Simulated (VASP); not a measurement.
Crystal: PbF2.

```xyz
6
Lattice="5.8916 0.0000 0.0000 0.0000 2.9458 2.9458 0.0000 -2.9458 2.9458" Properties=species:S:1:pos:R:3 pbc="T T T"
Pb    2.9458    0.0000    5.7143
Pb    0.0000    0.0000    2.7685
F     4.4187    1.4729    4.2415
F     1.4729   -1.4729    4.2415
F     4.4187   -1.4729    4.2415
F     1.4729    1.4729    4.2415
```

Base run:

| Property | Result |
| --- | --- |
| Program | VASP 6.6.1 |
| Functional | LDA |
| Potentials or basis | VASP PAW LDA potentials, release 64 (Pb_d, F) |
| Cutoff | 520 eV |
| k mesh | 4 × 6 × 6 |
| Occupations | gaussian, width 0.01 eV |
| Spin | no spin polarisation |

Its results: band gap on the k mesh 4.22 eV; pressure -3.3 GPa.

Question: The run is repeated on the same cell with these changes: functional from LDA to r2SCAN; potentials or basis from VASP PAW LDA potentials, release 64 (Pb_d, F) to VASP PAW PBE potentials, release 64 (Pb_d, F). What comes out?

Answer: Band gap on the k mesh 4.93 eV; pressure 1.1 GPa.

Caveats: spin-orbit coupling is left out, which moves the levels of the heavy elements; the cell stands under tension (at least some runs); the PAW data sets were made with another functional, which shifts forces and pressure a little (at least some runs).

A k mesh can miss the band edges.
